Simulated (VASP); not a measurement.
A run of VASP 6.6.1 is set up as follows.

INCAR

```
SYSTEM = Al
PREC     = Accurate       ! precision mode
ENCUT    = 520            ! plane-wave cutoff, eV
EDIFF    = 1E-7           ! SCF threshold, eV
ISMEAR   = 0              ! smearing method
SIGMA    = 0.1            ! smearing width, eV
LREAL    = .FALSE.        ! projectors in reciprocal space
LASPH    = .TRUE.         ! aspherical terms in the spheres
NELM     = 60             ! most SCF steps
ALGO     = Fast           ! electronic algorithm
ISIF     = 2              ! what is computed and relaxed
LWAVE    = .FALSE.        ! write WAVECAR
LCHARG   = .FALSE.        ! write CHGCAR
GGA      = PE             ! functional
IVDW     = 12             ! dispersion correction
NBANDS   = 14             ! bands
```

The input KPOINTS:

```
Automatic mesh
0
G
  24 24 6
  0 0 0
```

Contents of POSCAR:

```
Al
1.0
    2.7303348898      0.0000000000      0.0000000000
   -1.3651674449      2.3645393754      0.0000000000
    0.0000000000      0.0000000000      9.4753946961
Al
4
Direct
    0.0000000000      0.0000000000      0.0000000000
    0.3333333333      0.6666666667      0.2500000000
    0.0000000000      0.0000000000      0.5000000000
    0.6666666667      0.3333333333      0.7500000000
```

Potentials or basis: VASP PAW PBE potentials, release 64 (Al).

Launch:

```bash
$ cat potpaw_PBE.64/Al/POTCAR > POTCAR
$ mpirun -np 1 vasp_std > vasp.out
```

Q: Estimate the band gap on the k mesh.

A: Zero (band 6 reaches 12.15 eV, above the bottom of band 7 at 7.38 eV).

Q: Predict the dispersion energy per atom.

A: -0.364 eV.

Q: What does it give for the pressure?

A: 3.8 GPa.

Stress tensor (GPa, compression positive):
```
 5.71  0.00  0.00
 0.00  5.71  0.00
 0.00  0.00 -0.01
```

Caveat: the cell differs from its parent crystal (biaxial strain in the a-b plane: -3.0 %, then relaxed in part); pairwise dispersion overbinds metals, which lowers pressure and volume.
